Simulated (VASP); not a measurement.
A run of VASP 6.6.1:

Contents of POSCAR:

```
Te2Mo
1.0
    3.5421311455      0.0000000000      0.0000000000
   -1.7710655727      3.0675755555      0.0000000000
    0.0000000000      0.0000000000     13.8931385269
Mo Te
2 4
Direct
    0.3333333333      0.6666666667      0.2500000000
    0.6666666667      0.3333333333      0.7500000000
    0.6666666667      0.3333333333      0.3788698369
    0.6666666667      0.3333333333      0.1211301631
    0.3333333333      0.6666666667      0.8788698369
    0.3333333333      0.6666666667      0.6211301631
```

INCAR.step1

```
PREC     = Accurate       # precision mode
ENCUT    = 520            # plane-wave cutoff, eV
ISMEAR   = 0              # smearing method
SIGMA    = 0.01           # smearing width, eV
LREAL    = F              # projectors in reciprocal space
LASPH    = T              # aspherical terms in the spheres
NELM     = 80             # most SCF steps
NBANDS   = 35             # bands
GGA      = PE             # functional
ALGO     = Normal         # electronic algorithm
EDIFF    = 1E-4           # SCF threshold, eV
LWAVE    = T              # write WAVECAR
LCHARG   = F              # write CHGCAR
```

The input INCAR.step2:

```
PREC     = Accurate       # precision mode
ENCUT    = 520            # plane-wave cutoff, eV
EDIFF    = 1E-6           # SCF threshold, eV
ISMEAR   = 0              # smearing method
SIGMA    = 0.01           # smearing width, eV
LREAL    = F              # projectors in reciprocal space
LASPH    = T              # aspherical terms in the spheres
NELM     = 80             # most SCF steps
ALGO     = Normal         # electronic algorithm
ISIF     = 2              # what is computed and relaxed
LWAVE    = F              # write WAVECAR
LCHARG   = F              # write CHGCAR
METAGGA  = R2SCAN         # meta-GGA
LMIXTAU  = T            
NBANDS   = 35             # bands
ISTART   = 1
```

KPOINTS

```
regular mesh
0
Gamma
  12 12 2
```

Potentials or basis: VASP PAW PBE potentials, release 64 (Mo_sv, Te).

Command:

```console
$ cat potpaw_PBE.64/Mo_sv/POTCAR potpaw_PBE.64/Te/POTCAR > POTCAR
$ cp INCAR.step1 INCAR
$ mpirun -np 1 vasp_std > vasp.out
$ cp INCAR.step2 INCAR
$ mpirun -np 1 vasp_std > vasp.out
```

Hardware: 1 thread of Intel(R) Xeon(R) 6975P-C (Granite Rapids), with other jobs on the host.

Problem. How long does it take, and how much memory?

Solution. Run time: 5.7 min on 1 thread of Intel(R) Xeon(R) 6975P-C (Granite Rapids), with other jobs on the host, peak memory 0.41 GiB. Counts: k points 38.
